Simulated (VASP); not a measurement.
A run of VASP 6.6.1:

The input INCAR:

```
SYSTEM = LiSn3
PREC = Accurate
ENCUT = 520
EDIFF = 1E-6
ISMEAR = 1
SIGMA = 0.02
LREAL = .FALSE.
LASPH = .TRUE.
NELM = 80
ALGO = Normal
ISIF = 2
LWAVE = .FALSE.
LCHARG = .TRUE.
LELF = .TRUE.
LVHAR = .TRUE.
NBANDS = 30
```

KPOINTS

```
Automatic mesh
0
G
  7 7 7
  0 0 0
```

The input POSCAR:

```
LiSn3
1.0
   -2.3344865220      2.3344865220      4.8668446207
    2.3344865220     -2.3344865220      4.8668446207
    2.3344865220      2.3344865220     -4.8668446207
Li Sn
1 3
Direct
    0.0000000000      0.0000000000      0.0000000000
    0.7500000000      0.2500000000      0.5000000000
    0.2500000000      0.7500000000      0.5000000000
    0.5000000000      0.5000000000      0.0000000000
```

Potentials or basis: VASP PAW LDA potentials, release 64 (Li_sv, Sn_d).

Run with:

```sh
$ cat potpaw_LDA.64/Li_sv/POTCAR potpaw_LDA.64/Sn_d/POTCAR > POTCAR
$ mpirun -np 1 vasp_std > vasp.out
```

Hardware: 1 thread of Intel(R) Xeon(R) 6975P-C (Granite Rapids) (shared host).

How long does it take, and how much memory?

Wall time 93 s on 1 thread of Intel(R) Xeon(R) 6975P-C (Granite Rapids), with other jobs on the host, peak memory 0.3 GiB. Counts: scf iterations 11, k points 40.
